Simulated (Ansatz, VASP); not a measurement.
**One calculation of C, two programs**

```xyz
2
Lattice="0.0000 1.8364 1.8894 1.5715 0.0000 1.8894 1.5715 1.8364 0.0000" Properties=species:S:1:pos:R:3 pbc="T T T"
C     1.5715    1.8364    1.8894
C     2.3573    2.7546    2.8341
```

Change from the starting cell: strain +e along x and -e along y -0.0750, strain +e along z and -e/2 along x and y +0.0700.

Alike in both runs: task single point; functional LDA; k mesh 12 × 12 × 12; occupations gaussian, width 0.05 eV; no spin polarisation.

|  | VASP | Ansatz |
| --- | --- | --- |
| version | VASP 6.6.1 | Ansatz 0.2.0 |
| potentials or method | VASP PAW LDA potentials, release 64 (C), cutoff 520 eV | scalar-relativistic, plane waves, PAW |
| valence electrons in the cell | 8 | 8 |

|  | VASP | Ansatz | Ansatz less VASP |
| --- | --- | --- | --- |
| gap on the k mesh at the Fermi level (eV) | 0.08 | 0.09 | +0.013 |
| least direct gap on the mesh (eV) | 3.09 | 3.09 | -0.002 |
| pressure (GPa) | 6.5 | 4.8 | -1.70 |
| traceless stress, the component that is largest in VASP (GPa) | 90.15 | 90.36 | +0.212 |

Ansatz warns that its potentials were made for another functional, while VASP's fit it. LDA's correlation is that of Perdew and Zunger in VASP and of Perdew and Wang (1992) in Ansatz.
